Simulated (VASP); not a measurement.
Set up this calculation in VASP 6.6.1, as the native input.

```
Task                   : relaxation of the atoms
Functional             : PBE
Potentials or basis    : VASP PAW PBE potentials, release 64 (Mg, F)
Cutoff                 : 520 eV
k mesh                 : 2 × 2 × 2
Occupations            : fermi-dirac, width 0.05 eV
Spin                   : no spin polarisation
Dipole correction      : no
Further INCAR settings : ALGO = Normal; EDIFF = 1e-06; IBRION = 2; EDIFFG = -0.08; NSW = 45
```

The structure of Mg12F (a cell with a defect) lies in POSCAR:

```
Mg12F
1.0
    6.4200000000      0.0000000000      0.0000000000
   -4.8150000000      8.3398250000      0.0000000000
    0.0000000000      0.0000000000      5.2130400000
Mg F
12 1
Direct
    0.0000000000      0.0000000000      0.0000000000
    0.1666667000      0.2222222000      0.5000000000
    0.0000000000      0.3333333000      0.0000000000
    0.1666667000      0.5555556000      0.5000000000
    0.0000000000      0.6666667000      0.0000000000
    0.1666667000      0.8888889000      0.5000000000
    0.5000000000      0.0000000000      0.0000000000
    0.6666667000      0.2222222000      0.5000000000
    0.5000000000      0.3333333000      0.0000000000
    0.6666667000      0.5555556000      0.5000000000
    0.5000000000      0.6666667000      0.0000000000
    0.6666667000      0.8888889000      0.5000000000
    0.8210427000      0.1068740000      0.2515766000
```

One way to write it, as run:

INCAR

```
SYSTEM = Mg12F
ALGO = Normal
EDIFF = 1E-6
EDIFFG = -0.08
ENCUT = 520
GGA = PE
IBRION = 2
ISIF = 2
ISMEAR = -1
LASPH = .True.
LCHARG = .False.
LREAL = .False.
LWAVE = .False.
NELM = 100
NSW = 45
PREC = Accurate
SIGMA = 0.05
```

KPOINTS

```
k-points
0
Gamma
  2 2 2
  0 0 0
```

Potentials or basis: VASP PAW PBE potentials, release 64 (Mg, F).

Command:

```bash
$ cat potpaw_PBE.64/Mg/POTCAR potpaw_PBE.64/F/POTCAR > POTCAR
$ mpirun -np 1 vasp_std > vasp.out
```

Results of the run:

```yaml
Energy_gained_by_relaxing: 11.9 meV/atom
Ionic_steps: 6
Pressure_after_relaxing: 0.4 GPa
Largest_force_after_relaxing: 0.056 eV/Å
Band_gap_on_the_k_mesh: zero (an odd number of electrons rules out a gap without spin polarisation)
```

Caveat: the k points lie up to 0.60 Å⁻¹ apart, too coarse for converged energies and pressures of a metal; an odd number of electrons without spin polarisation forces a metal; a magnetic or distorted state may lie lower; the relaxation stopped at a loose force limit of 0.08 eV/Å, so its end isn't a converged minimum.

It took 2.5 min on 1 thread of Intel(R) Xeon(R) Platinum 8559C (Emerald Rapids) (shared host), peak memory 0.38 GiB.
